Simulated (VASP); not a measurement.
Set up this calculation in VASP 6.6.1, as the native input.

| Property | Result |
| --- | --- |
| Task | single point |
| Functional | PBEsol |
| Potentials or basis | VASP PAW PBE potentials, release 64 (Mg, I) |
| Cutoff | 520 eV |
| k mesh | 6 × 6 × 4 |
| Occupations | gaussian, width 0.05 eV |
| Spin | no spin polarisation |
| Dipole correction | no |
| Further INCAR settings | ALGO = Normal; EDIFF = 1e-07; NBANDS = 15 |

The structure of MgI2 lies in POSCAR:

```
MgI2
1.0
    4.1537001214      0.0000000000      0.0000000000
   -2.0768500607      3.5972098248      0.0000000000
    0.0000000000      0.0000000000      6.8620000000
Mg I
1 2
Direct
    0.0000000000      0.0000000000      0.0000000000
    0.3333333333      0.6666666667      0.7576300000
    0.6666666667      0.3333333333      0.2423700000
```

The input as run:

INCAR

```
SYSTEM = MgI2
  PREC = Accurate
  ENCUT = 520
  EDIFF = 1E-7
  ISMEAR = 0
  SIGMA = 0.05
  LREAL = .False.
  LASPH = .True.
  NELM = 100
  ALGO = Normal
  ISIF = 2
  LWAVE = .False.
  LCHARG = .True.
  GGA = PS
  LELF = .True.
  LVHAR = .True.
  NBANDS = 15
```

KPOINTS

```
Automatic mesh
0
Gamma
  6 6 4
  0 0 0
```

Potentials or basis: VASP PAW PBE potentials, release 64 (Mg, I).

Launch:

```bash
$ cat potpaw_PBE.64/Mg/POTCAR potpaw_PBE.64/I/POTCAR > POTCAR
$ mpirun -np 1 vasp_std > vasp.out
```

It gave:

* Pressure: -0.2 GPa
* Largest force: 0.039 eV/Å
* Band gap on the k mesh: 3.45 eV, indirect (least direct gap 3.57 eV)

Caveat: the PAW data sets were made with another functional, which shifts forces and pressure a little; spin-orbit coupling is left out, which moves the levels of the heavy elements; this functional lacks dispersion, which binds the layers, so the pressure and a relaxed spacing across them are unreliable.

It took 35 s on 1 thread of Intel(R) Xeon(R) Platinum 8488C (Sapphire Rapids), on a shared host, peak memory 0.24 GiB.
